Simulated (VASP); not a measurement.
# Mg9O8 (a cell with a defect) in VASP: a series of runs

The runs below take Mg9O8 (a cell with a defect) through single point, with PBE.

Program: VASP 6.6.1. These are calculated values, not measurements. Logs are shortened: lines on timing, memory, paths and dates and some standing lists are left out, and cuts for length are marked.

### 1 The cell of the first run

The cell holds a defect, 17 atoms: a = 5.694 Å, b = 5.694 Å, c = 5.694 Å, α = 60.00°, β = 60.00°, γ = 60.00°.

### 2 Single point, PBE

INCAR reads:

```
SYSTEM = Mg9O8
PREC = Accurate
ENCUT = 750
EDIFF = 1E-6
ISMEAR = 0
SIGMA = 0.05
LREAL = Auto
LASPH = .True.
NELM = 120
ALGO = Normal
ISIF = 2
LWAVE = .False.
LCHARG = .False.
GGA = PE
NBANDS = 83
GGA_COMPAT = .False.
```

KPOINTS reads:

```
Automatic mesh
0
Gamma
  2 2 2
  0 0 0
```

POSCAR reads:

```
Mg9O8
1.0
    0.0000000000      4.0260000000      4.0260000000
    4.0260000000      0.0000000000      4.0260000000
    4.0260000000      4.0260000000      0.0000000000
Mg O
9 8
Direct
   -0.0108649974      0.0073412157      0.0013844046
    0.1235987048     -0.0417019497      0.4596780793
   -0.0108350809      0.5021873856      0.0013259227
   -0.0112334448      0.5015457507      0.5082076817
    0.4856475868     -0.0112839458      0.0368822644
    0.4862199236     -0.0113849526      0.4893133085
    0.4735238638      0.5081199704      0.0100934750
    0.4862419245      0.5357563777      0.4893003720
    0.7005857526      0.0990561313      0.6011297746
    0.2483426556      0.2696085968      0.2413949130
    0.2672808410      0.2439519472      0.7447175902
    0.2484399166      0.7405551917      0.2413565963
    0.2496863402      0.7400854957      0.7700645815
    0.7145598838      0.2771637178      0.2313347729
    0.7127109540      0.2786706125      0.7782780543
    0.7558885487      0.7478442183      0.2484112888
    0.7126060071      0.7302174469      0.7784983602
```

Potentials or basis: VASP PAW PBE potentials, release 64 (Mg_sv, O).

Command:

```console
$ cat potpaw_PBE.64/Mg_sv/POTCAR potpaw_PBE.64/O/POTCAR > POTCAR
$ mpirun -np 1 vasp_std > vasp.out
```

OUTCAR:

```text
SYSTEM = Mg9O8
   PREC = Accurate
   ENCUT = 750
   EDIFF = 1E-6
   ISMEAR = 0
   LREAL = Auto
   LASPH = .True.
   NELM = 120
   ISIF = 2
   GGA = PE

 ion  position               nearest neighbor table
   1  0.989  0.007  0.001-  16 1.99  13 2.01  12 2.01  14 2.02  15 2.02  11 2.08
   2  0.124  0.958  0.460-  13 1.83  12 1.83  10 1.83   9 1.97   5 2.25   8 2.25   6 2.25
   3  0.989  0.502  0.001-  16 1.99  13 2.01  10 2.01  14 2.02  17 2.02  11 2.08
   4  0.989  0.502  0.508-  16 1.98  12 2.01  10 2.01  15 2.02  17 2.02  11 2.08
   5  0.486  0.989  0.037-  16 1.95  12 1.97  10 1.97   9 2.05  11 2.07  17 2.09  15 2.09   2 2.25

   6  0.486  0.989  0.489-  16 1.95  13 1.97  10 1.97   9 2.06  11 2.07  17 2.08  14 2.09   2 2.25

   7  0.474  0.508  0.010-  17 1.86  15 1.86  14 1.86  10 1.87  12 1.87  13 1.87
   8  0.486  0.536  0.489-  16 1.95  13 1.97  12 1.97   9 2.06  11 2.07  15 2.08  14 2.09   2 2.25

   9  0.701  0.099  0.601-  17 1.80  15 1.80  14 1.80   2 1.97  11 2.01   5 2.05   6 2.06   8 2.06

  10  0.248  0.270  0.241-   2 1.83   7 1.87   5 1.97   6 1.97   4 2.01   3 2.01
  11  0.267  0.244  0.745-   9 2.01   5 2.07   6 2.07   8 2.07   1 2.08   3 2.08   4 2.08
  12  0.248  0.741  0.241-   2 1.83   7 1.87   5 1.97   8 1.97   4 2.01   1 2.01
  13  0.250  0.740  0.770-   2 1.83   7 1.87   6 1.97   8 1.97   3 2.01   1 2.01
  14  0.715  0.277  0.231-   9 1.80   7 1.86   3 2.02   1 2.02   8 2.09   6 2.09
  15  0.713  0.279  0.778-   9 1.80   7 1.86   4 2.02   1 2.02   8 2.08   5 2.09
  16  0.756  0.748  0.248-   6 1.95   8 1.95   5 1.95   4 1.98   3 1.99   1 1.99
  17  0.713  0.730  0.778-   9 1.80   7 1.86   4 2.02   3 2.02   6 2.08   5 2.09

  LATTYP: Found a face centered cubic cell.
 ALAT       =     8.0520000000

  Lattice vectors:

 A1 = (   0.0000000000,   4.0260000000,   4.0260000000)
 A2 = (   4.0260000000,   0.0000000000,   4.0260000000)
 A3 = (   4.0260000000,   4.0260000000,   0.0000000000)

Analysis of symmetry for initial positions (statically):
=====================================================================
 Subroutine PRICEL returns:
 Original cell was already a primitive cell.

 Routine SETGRP: Setting up the symmetry group for a
 face centered cubic supercell.

 Subroutine GETGRP returns: Found  1 space group operations
 (whereof  1 operations were pure point group operations)
 out of a pool of 48 trial point group operations.

The static configuration has the point symmetry C_1 .

Analysis of symmetry for dynamics (positions and initial velocities):
=====================================================================
 Subroutine PRICEL returns:
 Original cell was already a primitive cell.

 Routine SETGRP: Setting up the symmetry group for a
 face centered cubic supercell.

 Subroutine GETGRP returns: Found  1 space group operations
 (whereof  1 operations were pure point group operations)
 out of a pool of 48 trial point group operations.

The dynamic configuration has the point symmetry C_1 .

 Subroutine INISYM returns: Found  1 space group operations
 (whereof  1 operations are pure point group operations),
 and found     1 'primitive' translations

----------------------------------------------------------------------------------------

                                     Primitive cell

  volume of cell :     130.5123

  direct lattice vectors                    reciprocal lattice vectors
     0.000000000  4.026000000  4.026000000    -0.124192747  0.124192747  0.124192747
     4.026000000  0.000000000  4.026000000     0.124192747 -0.124192747  0.124192747
     4.026000000  4.026000000  0.000000000     0.124192747  0.124192747 -0.124192747

  length of vectors
     5.693623802  5.693623802  5.693623802     0.215108148  0.215108148  0.215108148

  position of ions in fractional coordinates (direct lattice)
     0.989135003  0.007341216  0.001384405
     0.123598705  0.958298050  0.459678079
     0.989164919  0.502187386  0.001325923
     0.988766555  0.501545751  0.508207682
     0.485647587  0.988716054  0.036882264
     0.486219924  0.988615047  0.489313309
[... 9 lines left out ...]
     0.755888549  0.747844218  0.248411289
     0.712606007  0.730217447  0.778498360

  ion indices of the primitive-cell ions
   primitive index   ion index
                 1           1
                 2           2
                 3           3
                 4           4
                 5           5
                 6           6
[... 9 lines left out ...]
                16          16
                17          17

----------------------------------------------------------------------------------------

 KPOINTS: Automatic mesh

Automatic generation of k-mesh.
 Grid dimensions read from file:
 generate k-points for:    2    2    2

 Generating k-lattice:

  Cartesian coordinates                     Fractional coordinates (reciprocal lattice)
    -0.062096374  0.062096374  0.062096374     0.500000000  0.000000000  0.000000000
[... 87 lines left out ...]
  free energy    TOTEN  =       -74.05904423 eV

  energy without entropy =      -74.04940319  energy(sigma->0) =      -74.05422371

 E-fermi :  11.8080     XC(G=0): -12.4997

 val. band max:       11.7931069379   @ k =   0.5000   0.5000   0.0000
 cond. band min:      12.0954220124   @ k =   0.0000   0.0000   0.5000
 fundamental gap:      0.3023150745
 Fermi energy:        11.8080363271

 k-point     1 :       0.0000    0.0000    0.0000
  band No.  band energies     occupation
      1     -68.1801      2.00000
      2     -68.1208      2.00000
      3     -68.1135      2.00000
      4     -67.9489      2.00000
      5     -67.1977      2.00000
      6     -67.1903      2.00000
[... 73 lines left out ...]
     80      18.0511      0.00000
     81      18.0830      0.00000

 k-point     2 :       0.5000    0.0000    0.0000
  band No.  band energies     occupation
      1     -68.1772      2.00000
      2     -68.1208      2.00000
      3     -68.1136      2.00000
      4     -67.9527      2.00000
      5     -67.1978      2.00000
      6     -67.1904      2.00000
[... 73 lines left out ...]
     80      17.1867      0.00000
     81      17.2415      0.00000

 k-point     3 :       0.0000    0.5000    0.0000
  band No.  band energies     occupation
      1     -68.1700      2.00000
      2     -68.1276      2.00000
      3     -68.1188      2.00000
      4     -67.9473      2.00000
      5     -67.1944      2.00000
      6     -67.1933      2.00000
[... 73 lines left out ...]
     80      17.1243      0.00000
     81      17.4140      0.00000

 k-point     4 :       0.0000    0.0000    0.5000
  band No.  band energies     occupation
      1     -68.1679      2.00000
      2     -68.1349      2.00000
      3     -68.1136      2.00000
      4     -67.9473      2.00000
      5     -67.1963      2.00000
      6     -67.1903      2.00000
[... 73 lines left out ...]
     80      17.1449      0.00000
     81      17.4122      0.00000

 k-point     5 :       0.5000    0.5000    0.5000
  band No.  band energies     occupation
      1     -68.1697      2.00000
      2     -68.1291      2.00000
      3     -68.1176      2.00000
      4     -67.9473      2.00000
      5     -67.1952      2.00000
      6     -67.1923      2.00000
[... 73 lines left out ...]
     80      17.1297      0.00000
     81      17.4144      0.00000

 k-point     6 :       0.5000    0.5000    0.0000
  band No.  band energies     occupation
      1     -68.1683      2.00000
      2     -68.1283      2.00000
      3     -68.1187      2.00000
      4     -67.9484      2.00000
      5     -67.1944      2.00000
      6     -67.1933      2.00000
[... 73 lines left out ...]
     80      16.9707      0.00000
     81      17.1372      0.00000

 k-point     7 :       0.0000    0.5000    0.5000
  band No.  band energies     occupation
      1     -68.1681      2.00000
      2     -68.1297      2.00000
      3     -68.1175      2.00000
      4     -67.9484      2.00000
      5     -67.1952      2.00000
      6     -67.1923      2.00000
[... 73 lines left out ...]
     80      16.9722      0.00000
     81      17.1367      0.00000

 k-point     8 :       0.5000    0.0000    0.5000
  band No.  band energies     occupation
      1     -68.1669      2.00000
      2     -68.1348      2.00000
      3     -68.1135      2.00000
      4     -67.9485      2.00000
      5     -67.1963      2.00000
      6     -67.1902      2.00000
[... 73 lines left out ...]
     80      16.9764      0.00000
     81      17.1455      0.00000
 [bands above 81 left out]

------------------------ aborting loop because EDIFF is reached ----------------------------------------

  FORCE on cell =-STRESS in cart. coord.  units (eV):
  Direction    XX          YY          ZZ          XY          YZ          ZX
  --------------------------------------------------------------------------------------
  -------------------------------------------------------------------------------------
  Total       70.8161211     70.4863410     70.8479603     -3.7183253      3.7105008     -3.7084845
  in kB      869.3434974    865.2950944    869.7343573    -45.6464125     45.5503592    -45.5256073
  external PRESSURE =     868.1243164 kB  Pullay stress =       0.0000000 kB

 VOLUME and BASIS-vectors are now :
 -----------------------------------------------------------------------------
  energy-cutoff  :      750.00
  volume of cell :      130.51
      direct lattice vectors                 reciprocal lattice vectors
     0.000000000  4.026000000  4.026000000    -0.124192747  0.124192747  0.124192747
     4.026000000  0.000000000  4.026000000     0.124192747 -0.124192747  0.124192747
     4.026000000  4.026000000  0.000000000     0.124192747  0.124192747 -0.124192747

 POSITION                                       TOTAL-FORCE (eV/Angst)
 -----------------------------------------------------------------------------------
      0.03513      3.98783      4.01181        -0.003382      0.002071     -0.003350
      5.70877      2.34827      4.35572        -0.000898      0.002065      0.001755
      2.02714      3.98772      6.00418         0.003061      0.000041      0.001303
      4.06527      6.02682      6.00000        -0.000066     -0.002451      0.001625
      4.12906      2.10371      5.93579        -0.006306     -0.002050      0.004446
      5.95014      3.92750      5.93769         0.003710      0.008406      0.005449
[... 9 lines left out ...]
      4.01092      4.04331      6.05403        -0.012588      0.007414      0.013154
      6.07409      6.00319      5.80881        -0.009544      0.021735      0.000292
 -----------------------------------------------------------------------------------
    total drift:                                0.005255      0.012731     -0.003028

  FREE ENERGIE OF THE ION-ELECTRON SYSTEM (eV)
  ---------------------------------------------------
  free  energy   TOTEN  =       -74.0590442317 eV

  energy  without entropy=      -74.0494031891  energy(sigma->0) =      -74.05422371
```

Run time: 6 min. Hardware: 1 thread of AMD EPYC 7R43 (Zen 3), shared host; peak memory 0.37 GiB.

Results:

| Quantity | Value |
| --- | --- |
| Free energy | -74.0590 eV |
| Pressure | 86.8 GPa |
| Largest force | 0.035 eV/Å |
| Band gap on the k mesh | zero (bands 69 and 70 overlap by 0.14 eV) |

Forces in eV/Å, atoms in the order of the input:
```
Mg  -0.003  0.002 -0.003
Mg  -0.001  0.002  0.002
Mg   0.003  0.000  0.001
Mg   0.000 -0.002  0.002
Mg  -0.006 -0.002  0.004
Mg   0.004  0.008  0.005
Mg   0.006 -0.011 -0.004
Mg  -0.006  0.009 -0.001
Mg   0.019 -0.021 -0.020
O   -0.003 -0.009 -0.002
O    0.011 -0.020 -0.009
O    0.001 -0.012  0.003
O    0.015  0.010 -0.011
O   -0.018 -0.010  0.013
O    0.002  0.027  0.007
O   -0.013  0.007  0.013
O   -0.010  0.022  0.000
```

Stress tensor (GPa, compression positive):
```
86.93 -4.56 -4.55
-4.56 86.53  4.56
-4.55  4.56 86.97
```

Caveat: the k points lie up to 0.68 Å⁻¹ apart.

### 3 Single point, PBE

INCAR reads:

```
PREC     = Accurate       # precision mode
ENCUT    = 750            # plane-wave cutoff, eV
EDIFF    = 1E-6           # SCF threshold, eV
ISMEAR   = 0              # smearing method
SIGMA    = 0.05           # smearing width, eV
LREAL    = Auto         
LASPH    = T              # aspherical terms in the spheres
NELM     = 120            # most SCF steps
ALGO     = Normal         # electronic algorithm
ISIF     = 2              # what is computed and relaxed
LWAVE    = F              # write WAVECAR
LCHARG   = F              # write CHGCAR
GGA      = PE             # functional
NBANDS   = 83             # bands
GGA_COMPAT= F
```

KPOINTS reads:

```
Automatic mesh
0
Gamma
  2 2 2
```

POSCAR reads:

```
Mg9O8
1.0
    0.0000000000      4.0260000000      4.0260000000
    4.0260000000      0.0000000000      4.0260000000
    4.0260000000      4.0260000000      0.0000000000
Mg O
9 8
Direct
   -0.0051736215     -0.0063646299      0.0183735718
   -0.0034737953     -0.0195470691      0.5310761302
    0.0278309737      0.4764072280      0.0205125435
   -0.0088782911      0.4915832091      0.5290345256
    0.4734108296      0.0225347740      0.0328827620
    0.4940869349     -0.0192496274      0.5311795827
    0.4774343020      0.4764812469      0.0203240189
    0.5884371585      0.5889451068      0.2358410333
    0.4581510184      0.4274562842      0.6580380030
    0.2351058122      0.2355427223      0.2965012419
    0.2286418281      0.2214612519      0.7899863388
    0.2188528316      0.7618575509      0.2535132886
    0.2307486339      0.7516356185      0.7891721311
    0.7617169647      0.2146742424      0.2645348982
    0.7621240686      0.2217922255      0.7894976403
    0.7677619225      0.7611595877      0.2543175609
    0.7324749131      0.7296487829      0.8076616990
```

Potentials or basis: VASP PAW PBE potentials, release 64 (Mg_sv, O).

Command:

```console
$ cat potpaw_PBE.64/Mg_sv/POTCAR potpaw_PBE.64/O/POTCAR > POTCAR
$ mpirun -np 1 vasp_std > vasp.out
```

It took 6.6 min on 1 thread of Intel Xeon Platinum 8259CL at 2.50GHz (Skylake/Cascade Lake), shared host; peak memory 0.41 GiB.

Results (log left out):

| Item | Value |
| --- | --- |
| Free energy | -74.0084 eV |
| Pressure | 86.9 GPa |
| Largest force | 0.631 eV/Å |
| Band gap on the k mesh | zero (bands 69 and 70 overlap by 0.23 eV) |

Forces in eV/Å, atoms in the order of the input:
```
Mg  -0.123 -0.025  0.030
Mg   0.046 -0.109 -0.041
Mg   0.065  0.075 -0.176
Mg   0.011  0.005 -0.006
Mg  -0.128 -0.016  0.017
Mg   0.044  0.045  0.109
Mg   0.061  0.172 -0.074
Mg  -0.100 -0.005  0.014
Mg   0.588 -0.158  0.167
O   -0.032  0.054 -0.049
O   -0.011  0.008  0.041
O   -0.017 -0.019 -0.020
O   -0.168  0.034 -0.039
O   -0.150 -0.040  0.033
O   -0.007 -0.051 -0.007
O   -0.022  0.012  0.015
O   -0.057  0.019 -0.015
```

Stress tensor (GPa, compression positive):
```
83.40  3.87 -3.86
 3.87 88.67 -4.86
-3.86 -4.86 88.48
```

Levels at points of the mesh, in eV from the Fermi level:
| k point | band 66 | band 67 | band 68 | band 69 | band 70 | band 71 | band 72 | band 73 |
| --- | --- | --- | --- | --- | --- | --- | --- | --- |
| (0.00, 0.00, 0.00) | -7.58 | -7.57 | -7.37 | -2.03 | -0.24 | 0.61 | 0.63 | 0.77 |
| (0.50, 0.00, 0.00) | -7.84 | -7.75 | -7.64 | -0.48 | 0.25 | 0.91 | 1.90 | 1.96 |
| (0.00, 0.50, 0.00) | -7.85 | -7.76 | -7.62 | -0.47 | 0.18 | 1.08 | 1.85 | 1.90 |
| (0.00, 0.00, 0.50) | -8.16 | -7.82 | -7.82 | -0.26 | 0.28 | 1.58 | 1.70 | 1.73 |
| (0.50, 0.50, 0.50) | -7.84 | -7.75 | -7.64 | -0.48 | 0.24 | 0.92 | 1.90 | 1.95 |
| (0.50, 0.50, 0.00) | -8.06 | -8.03 | -7.91 | -0.02 | 0.91 | 1.61 | 2.16 | 2.41 |
| (0.00, 0.50, 0.50) | -8.04 | -8.01 | -7.95 | -0.01 | 0.95 | 1.60 | 2.05 | 2.31 |
| (0.50, 0.00, 0.50) | -8.06 | -8.02 | -7.92 | -0.02 | 0.91 | 1.62 | 2.15 | 2.42 |

Caveat: the k points lie up to 0.68 Å⁻¹ apart.

### 4 Single point, PBE

INCAR reads:

```
PREC = Accurate
ENCUT = 750
EDIFF = 1E-6
ISMEAR = 0
SIGMA = 0.05
LREAL = Auto
LASPH = True
NELM = 120
ALGO = Normal
ISIF = 2
LWAVE = False
LCHARG = True
GGA = PE
LELF = True
LVHAR = True
NBANDS = 83
GGA_COMPAT = False
```

KPOINTS is that of step 3.

POSCAR reads:

```
Mg9O8
1.0
    0.0000000000      4.0260000000      4.0260000000
    4.0260000000      0.0000000000      4.0260000000
    4.0260000000      4.0260000000      0.0000000000
Mg O
9 8
Direct
   -0.0003570541     -0.0015885494     -0.0085304272
   -0.0073128415     -0.0085483110      0.4898759314
   -0.0352244163      0.5114526826      0.0105085693
   -0.0006161202      0.4926829359      0.4977105067
    0.5127677596     -0.0364443616      0.0104470939
    0.4938277447     -0.0018573025      0.4977378291
    0.5423948087      0.5411571038      0.0397000745
    0.5127408097      0.5114444858      0.4622703676
    0.4013622702      0.4001501490      0.8985940139
    0.2236995777      0.2225239692      0.2683709637
    0.2570629657      0.2557954545      0.7547716095
    0.2316295330      0.7592259066      0.2581300298
    0.2231698957      0.7695750124      0.7211015897
    0.7604379036      0.2303474913      0.2581430700
    0.7708012916      0.2219731744      0.7210829608
    0.7535326627      0.7523048932      0.2512964481
    0.7607060358      0.7594809985      0.7294516890
```

Command:

```console
$ cat potpaw_PBE.64/Mg_sv/POTCAR potpaw_PBE.64/O/POTCAR > POTCAR
$ mpirun -np 1 vasp_std > vasp.out
```

Run time: 7.7 min. Hardware: 1 thread of Intel Xeon Platinum 8375C at 2.90GHz (Ice Lake), shared host; peak memory 0.41 GiB.

The run converged. Its results:

```
Free energy            : -74.0592 eV
Pressure               : 86.8 GPa
Largest force          : 0.040 eV/Å
Band gap on the k mesh : zero (bands 69 and 70 overlap by 0.16 eV)
```

Forces on the atoms (eV/Å):
```
Mg  -0.004 -0.003  0.014
Mg   0.000  0.000 -0.002
Mg  -0.018  0.013  0.015
Mg  -0.006  0.013 -0.003
Mg   0.013 -0.017  0.011
Mg   0.012 -0.003  0.001
Mg   0.007  0.006  0.002
Mg   0.016  0.015 -0.020
Mg  -0.024 -0.025 -0.020
O    0.013  0.013 -0.020
O   -0.003 -0.008 -0.007
O    0.016 -0.003 -0.008
O    0.015 -0.022  0.010
O   -0.001  0.019 -0.010
O   -0.023  0.011  0.011
O   -0.003  0.000  0.003
O   -0.012 -0.010  0.023
```

Stress tensor (GPa, compression positive):
```
86.86  4.48  4.48
 4.48 86.85  4.48
 4.48  4.48 86.72
```

Levels at points of the mesh, in eV from the Fermi level:
```csv
k point,band 65,band 66,band 67,band 68,band 69,band 70,band 71,band 72,band 73,band 74
"(0.00, 0.00, 0.00)",-7.89,-7.51,-7.51,-7.30,-1.99,-0.18,0.69,0.69,0.76,1.46
"(0.50, 0.00, 0.00)",-7.99,-7.76,-7.69,-7.57,-0.47,0.28,1.01,1.95,1.96,2.82
"(0.00, 0.50, 0.00)",-7.99,-7.76,-7.69,-7.57,-0.47,0.28,1.01,1.95,1.96,2.82
"(0.00, 0.00, 0.50)",-8.00,-7.76,-7.68,-7.57,-0.47,0.28,1.02,1.95,1.95,2.82
"(0.50, 0.50, 0.50)",-8.14,-8.14,-7.75,-7.75,-0.23,0.39,1.67,1.77,1.77,2.58
"(0.50, 0.50, 0.00)",-8.26,-7.96,-7.94,-7.89,-0.02,1.02,1.67,2.13,2.43,3.18
"(0.00, 0.50, 0.50)",-8.26,-7.97,-7.94,-7.89,-0.02,1.01,1.67,2.13,2.44,3.18
"(0.50, 0.00, 0.50)",-8.26,-7.97,-7.94,-7.89,-0.02,1.01,1.67,2.13,2.44,3.18
```

Caveat: the k points lie up to 0.68 Å⁻¹ apart.

### 5 Summary

| cell | gap on the mesh (eV) | pressure (GPa) | largest force (eV/Å) |
| --- | --- | --- | --- |
| as given, atomic positions A | none | 86.8 | 0.03 |
| as given, atomic positions B | none | 86.9 | 0.63 |
| as given, atomic positions C | none | 86.8 | 0.04 |

Alike in all rows: task single point; level PBE; potentials or basis VASP PAW PBE potentials, release 64 (Mg_sv, O); no spin polarisation; k mesh 2 × 2 × 2; cutoff (eV) 750; smearing gaussian 0.05 eV.

Caveats: all runs use coarse meshes.

Absolute energies hang on the potentials; compare differences alone.
